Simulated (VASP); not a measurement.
# TiS2 (P-3m1) in VASP: single point with PBE+D3(BJ)

Aim: the single point of TiS2 with PBE+D3(BJ).

Program: VASP 6.6.1. These are calculated values, not measurements. Logs are shortened: lines on timing, memory, paths and dates and some standing lists are left out, and cuts for length are marked.

## Step 1: The cell of the first run

It takes space group P-3m1 (No. 164, trigonal). The conventional cell has a = 3.361 Å, b = 3.361 Å, c = 5.520 Å, α = 90.00°, β = 90.00°, γ = 120.00°. Within 3.2 Å of Ti (site symmetry -3m) lie 6 S at 2.41 Å. Within 3.2 Å of S (site symmetry 3m) lie 3 Ti at 2.41 Å.

## Step 2: Single point, PBE+D3(BJ)

INCAR reads:

```
SYSTEM = TiS2
ALGO = Normal
EDIFF = 1E-6
ENCUT = 500
GGA = PE
GGA_COMPAT = .False.
ISIF = 2
ISMEAR = 0
IVDW = 12
LASPH = .True.
LCHARG = .True.
LELF = .True.
LREAL = .False.
LVHAR = .True.
LWAVE = .False.
NBANDS = 19
NELM = 120
PREC = Accurate
SIGMA = 0.1
```

KPOINTS reads:

```
k-points
0
Gamma
  15 15 8
  0 0 0
```

POSCAR reads:

```
TiS2
1.0
    3.3605463332      0.0000000000      0.0000000000
   -1.6802731666      2.9103184952      0.0000000000
    0.0000000000      0.0000000000      5.5201190920
Ti S
1 2
Direct
    0.0000000000      0.0000000000      0.0000000000
    0.3333333333      0.6666666667      0.2586701495
    0.6666666667      0.3333333333      0.7413298505
```

Potentials or basis: VASP PAW PBE potentials, release 64 (Ti_sv, S).

Run with:

```bash
$ cat potpaw_PBE.64/Ti_sv/POTCAR potpaw_PBE.64/S/POTCAR > POTCAR
$ mpirun -np 1 vasp_std > vasp.out
```

OUTCAR:

```text
SYSTEM = TiS2
   EDIFF = 1E-6
   ENCUT = 500
   GGA = PE
   ISIF = 2
   ISMEAR = 0
   IVDW = 12
   LASPH = .True.
   LREAL = .False.
   NELM = 120
   PREC = Accurate
 IVDW          = 12

 ion  position               nearest neighbor table
   1  0.000  0.000  0.000-   2 2.41   3 2.41   3 2.41   2 2.41   3 2.41   2 2.41
   2  0.333  0.667  0.259-   1 2.41   1 2.41   1 2.41
   3  0.667  0.333  0.741-   1 2.41   1 2.41   1 2.41

  LATTYP: Found a hexagonal cell.
 ALAT       =     3.3605463332
 C/A-ratio  =     1.6426254974

  Lattice vectors:

 A1 = (   3.3605463332,   0.0000000000,   0.0000000000)
 A2 = (  -1.6802731666,   2.9103184952,   0.0000000000)
 A3 = (   0.0000000000,   0.0000000000,   5.5201190920)

Analysis of symmetry for initial positions (statically):
=====================================================================
 Subroutine PRICEL returns:
 Original cell was already a primitive cell.

 Routine SETGRP: Setting up the symmetry group for a
 hexagonal supercell.

 Subroutine GETGRP returns: Found 12 space group operations
 (whereof 12 operations were pure point group operations)
 out of a pool of 24 trial point group operations.

The static configuration has the point symmetry D_3d.

Analysis of symmetry for dynamics (positions and initial velocities):
=====================================================================
 Subroutine PRICEL returns:
 Original cell was already a primitive cell.

 Routine SETGRP: Setting up the symmetry group for a
 hexagonal supercell.

 Subroutine GETGRP returns: Found 12 space group operations
 (whereof 12 operations were pure point group operations)
 out of a pool of 24 trial point group operations.

The dynamic configuration has the point symmetry D_3d.

 Subroutine INISYM returns: Found 12 space group operations
 (whereof 12 operations are pure point group operations),
 and found     1 'primitive' translations

----------------------------------------------------------------------------------------

                                     Primitive cell

  volume of cell :      53.9882

  direct lattice vectors                    reciprocal lattice vectors
     3.360546333  0.000000000  0.000000000     0.297570663  0.171802502  0.000000000
    -1.680273167  2.910318495  0.000000000     0.000000000  0.343605005  0.000000000
     0.000000000  0.000000000  5.520119092     0.000000000  0.000000000  0.181155512

  length of vectors
     3.360546333  3.360546333  5.520119092     0.343605005  0.343605005  0.181155512

  position of ions in fractional coordinates (direct lattice)
     0.000000000  0.000000000  0.000000000
     0.333333333  0.666666667  0.258670149
     0.666666667  0.333333333  0.741329851

  ion indices of the primitive-cell ions
   primitive index   ion index
                 1           1
                 2           2
                 3           3

----------------------------------------------------------------------------------------

 KPOINTS: k-points

Automatic generation of k-mesh.
 Grid dimensions read from file:
 generate k-points for:   15   15    8

 Generating k-lattice:

  Cartesian coordinates                     Fractional coordinates (reciprocal lattice)
     0.019838044  0.011453500  0.000000000     0.066666667  0.000000000  0.000000000
     0.000000000  0.022907000  0.000000000     0.000000000  0.066666667  0.000000000
     0.000000000  0.000000000  0.022644439     0.000000000  0.000000000  0.125000000

  Length of vectors
     0.022907000  0.022907000  0.022644439

  Shift w.r.t. Gamma in fractional coordinates (k-lattice)
     0.000000000  0.000000000  0.000000000

 Subroutine IBZKPT returns following result:
 ===========================================

 Found    192 irreducible k-points:

 Following reciprocal coordinates:
            Coordinates               Weight
  0.000000  0.000000  0.000000      1.000000
  0.066667  0.000000  0.000000      6.000000
  0.133333  0.000000  0.000000      6.000000
  0.200000  0.000000  0.000000      6.000000
  0.266667  0.000000  0.000000      6.000000
  0.333333  0.000000  0.000000      6.000000
[... 16 lines left out ...]
  0.333333  0.200000  0.000000     12.000000
  0.400000  0.200000  0.000000      6.000000
 [... further k-points ...]
   k-points           NKPTS =    192   k-points in BZ     NKDIM =    192   number of bands    NBANDS=     19
   number of dos      NEDOS =    301   number of ions     NIONS =      3
   total plane-waves  NPLWV =  31360
   dimension x,y,z NGX =    28 NGY =   28 NGZ =   40
   dimension x,y,z NGXF=    56 NGYF=   56 NGZF=   80
   ions per type =               1   2
   NGX,Y,Z   is equivalent  to a cutoff of  13.85, 13.85, 12.05 a.u.
   NGXF,Y,Z  is equivalent  to a cutoff of  27.70, 27.70, 24.09 a.u.
 SYSTEM =  TiS2
   PREC   = accura    normal or accurate (medium, high low for compatibility)
   ISTART =      0    job   : 0-new  1-cont  2-samecut
   ICHARG =      2    charge: 1-file 2-atom 10-const
   ISPIN  =      1    spin polarized calculation?
   LNONCOLLINEAR =      F non collinear calculations
   LSORBIT =      F    spin-orbit coupling
   LASPH  =      T    aspherical Exc in radial PAW
   ENCUT  =  500.0 eV  36.75 Ry    6.06 a.u.   6.13  6.13 10.06*2*pi/ulx,y,z
   NELM   =    120;   NELMIN=  2; NELMDL= -5     # of ELM steps
   EDIFF  = 0.1E-05   stopping-criterion for ELM
   LREAL  =      F    real-space projection
   EDIFFG = 0.1E-04   stopping-criterion for IOM
   NSW    =      0    number of steps for IOM
   IBRION =     -1    ionic relax: 0-MD 1-quasi-New 2-CG
   NFREE  =      0    steps in history (QN), initial steepest desc. (CG)
   ISIF   =      2    stress and relaxation
   ISYM   =      2    0-nonsym 1-usesym 2-fastsym
   POTIM  = 0.5000    time-step for ionic-motion
   TEBEG  =    0.0;   TEEND  =   0.0 temperature during run
   PSTRESS=    0.0 pullay stress
   NELECT =      24.0000    total number of electrons
   NUPDOWN=      -1.0000    fix difference up-down
   EMIN   =  10.00;   EMAX   =-10.00  energy-range for DOS
   EFERMI =   0.00;   METHOD = LEGACY
   ISMEAR =     0;   SIGMA  =   0.10  broadening in eV -4-tet -1-fermi 0-gaus
   EFERMI_NEDOS =   21; number of points for ismear=-14 and -15
   IALGO  =     38    algorithm
   IMIX   =      4    mixing-type and parameters
     AMIX     =   0.40;   BMIX     =  1.00
     AMIX_MAG =   1.60;   BMIX_MAG =  1.00
  volume/ion in A,a.u.               =      18.00       121.44
  Fermi-wavevector in a.u.,A,eV,Ry     =   1.249431  2.361082 21.239755  1.561078
  Thomas-Fermi vector in A             =   2.383472
   LORBIT       =      0    0 simple, 1 ext, 2 COOP (PROOUT), +10 PAW based schemes
   GGA     = PE    functional components
   LHFCALC =     F    Hartree Fock is set to
   AEXX    =    0.0000 exact exchange contribution
   IVDW    =    12    specifies the selected vdW correction
   LEPSILON=     F    determine dielectric tensor
   LRPA    =     F    only Hartree local field effects (RPA)
 non-spin polarized calculation
 Gauss-broadening in eV      SIGMA  =   0.10
  energy-cutoff  :      500.00
  volume of cell :       53.99
 maximum number of plane-waves:      1398
 NGX is ok and might be reduce to    28
   NGX = 13   NGY = 13   NGZ = 21

 number of electron      24.0000002 magnetization

 Free energy of the ion-electron system (eV)
  ---------------------------------------------------
  ext. energy  EPLUGINS =         0.00000000
  ---------------------------------------------------
  free energy    TOTEN  =       -19.87733574 eV

  energy without entropy =      -19.87525966  energy(sigma->0) =      -19.87629770

 E-fermi :   6.1397     XC(G=0): -10.4383

 val. band max:        6.1237338057   @ k =   0.1333   0.0000   0.0000
 cond. band min:       6.1670096502   @ k =   0.4667   0.0000   0.3750
 fundamental gap:      0.0432758445
 Fermi energy:         6.1396542959

 k-point     1 :       0.0000    0.0000    0.0000
  band No.  band energies     occupation
      1     -51.4044      2.00000
      2     -27.6388      2.00000
      3     -27.5879      2.00000
      4     -27.5879      2.00000
      5      -7.8808      2.00000
      6      -5.9748      2.00000
[... 11 lines left out ...]
     18      12.2178      0.00000
     19      13.4458      0.00000

 k-point     2 :       0.0667    0.0000    0.0000
  band No.  band energies     occupation
      1     -51.4038      2.00000
      2     -27.6374      2.00000
      3     -27.5945      2.00000
      4     -27.5894      2.00000
      5      -7.8247      2.00000
      6      -5.9633      2.00000
[... 11 lines left out ...]
     18      12.5620      0.00000
     19      13.6872      0.00000

 k-point     3 :       0.1333    0.0000    0.0000
  band No.  band energies     occupation
      1     -51.4020      2.00000
      2     -27.6337      2.00000
      3     -27.6132      2.00000
      4     -27.5936      2.00000
      5      -7.6606      2.00000
      6      -5.9312      2.00000
[... 11 lines left out ...]
     18      13.2763      0.00000
     19      14.2819      0.00000

 k-point     4 :       0.2000    0.0000    0.0000
  band No.  band energies     occupation
      1     -51.3994      2.00000
      2     -27.6408      2.00000
      3     -27.6280      2.00000
      4     -27.5999      2.00000
      5      -7.4017      2.00000
      6      -5.8855      2.00000
[... 407 lines left out ...]
     18      13.4530      0.00000
     19      15.0320      0.00000

 k-point    23 :       0.3333    0.2000    0.0000
  band No.  band energies     occupation
      1     -51.3891      2.00000
      2     -27.7177      2.00000
      3     -27.6520      2.00000
      4     -27.6067      2.00000
      5      -6.0483      2.00000
      6      -5.7840      2.00000
[... 11 lines left out ...]
     18      13.1100      0.00000
     19      14.9162      0.00000

 k-point    24 :       0.4000    0.2000    0.0000
  band No.  band energies     occupation
      1     -51.3886      2.00000
      2     -27.7206      2.00000
      3     -27.6554      2.00000
      4     -27.6057      2.00000
      5      -5.8904      2.00000
      6      -5.8501      2.00000
[... 11 lines left out ...]
     18      13.0037      0.00000
     19      14.8587      0.00000

 [... further k-points ...]

------------------------ aborting loop because EDIFF is reached ----------------------------------------

 Edisp (eV)   -1.22948

 E8    (eV) :    -0.4984

  FORCE on cell =-STRESS in cart. coord.  units (eV):
  Direction    XX          YY          ZZ          XY          YZ          ZX
  --------------------------------------------------------------------------------------
  -------------------------------------------------------------------------------------
  Total      -0.02068    -0.02068     0.02712     0.00000    -0.00000     0.00000
  in kB      -0.61382    -0.61382     0.80475     0.00000    -0.00000     0.00000
  external pressure =       -0.14 kB  Pullay stress =        0.00 kB

 VOLUME and BASIS-vectors are now :
 -----------------------------------------------------------------------------
  energy-cutoff  :      500.00
  volume of cell :       53.99
      direct lattice vectors                 reciprocal lattice vectors
     3.360546333  0.000000000  0.000000000     0.297570663  0.171802502  0.000000000
    -1.680273167  2.910318495  0.000000000     0.000000000  0.343605005  0.000000000
     0.000000000  0.000000000  5.520119092     0.000000000  0.000000000  0.181155512

 POSITION                                       TOTAL-FORCE (eV/Angst)
 -----------------------------------------------------------------------------------
      0.00000      0.00000      0.00000        -0.000000      0.000000      0.000000
     -0.00000      1.94021      1.42789        -0.000000     -0.000000      0.002569
      1.68027      0.97011      4.09223         0.000000      0.000000     -0.002569
 -----------------------------------------------------------------------------------
    total drift:                               -0.000000      0.000000      0.000000

  FREE ENERGIE OF THE ION-ELECTRON SYSTEM (eV)
  ---------------------------------------------------
  free  energy   TOTEN  =       -21.1068116863 eV

  energy  without entropy=      -21.1047356100  energy(sigma->0) =      -21.10577365
```

Run time: 1.8 min. Hardware: 1 thread of Intel Xeon Platinum 8488C (Sapphire Rapids), shared host; peak memory 0.31 GiB.

What came out:

```yaml
Free_energy: -21.1068 eV
Pressure: 0.0 GPa
Band_gap_on_the_k_mesh: zero (band 12 reaches 6.31 eV, above the bottom of band 13 at 6.04 eV)
Dispersion_energy_per_atom: -0.410 eV
```

Forces in eV/Å, atoms in the order of the input:
```
Ti   0.000  0.000  0.000
S    0.000  0.000  0.003
S    0.000  0.000 -0.003
```

Levels at points of the mesh, in eV from the Fermi level:
| k point | band 9 | band 10 | band 11 | band 12 | band 13 | band 14 | band 15 | band 16 |
| --- | --- | --- | --- | --- | --- | --- | --- | --- |
| (0.00, 0.00, 0.00) | -2.77 | 0.17 | 0.17 | 0.17 | 0.55 | 0.55 | 0.89 | 3.47 |
| (0.00, 0.00, 0.50) | -2.71 | -2.70 | -0.09 | -0.09 | 0.52 | 0.52 | 1.59 | 3.91 |

Caveat: pairwise dispersion overbinds metals, which lowers pressure and volume.
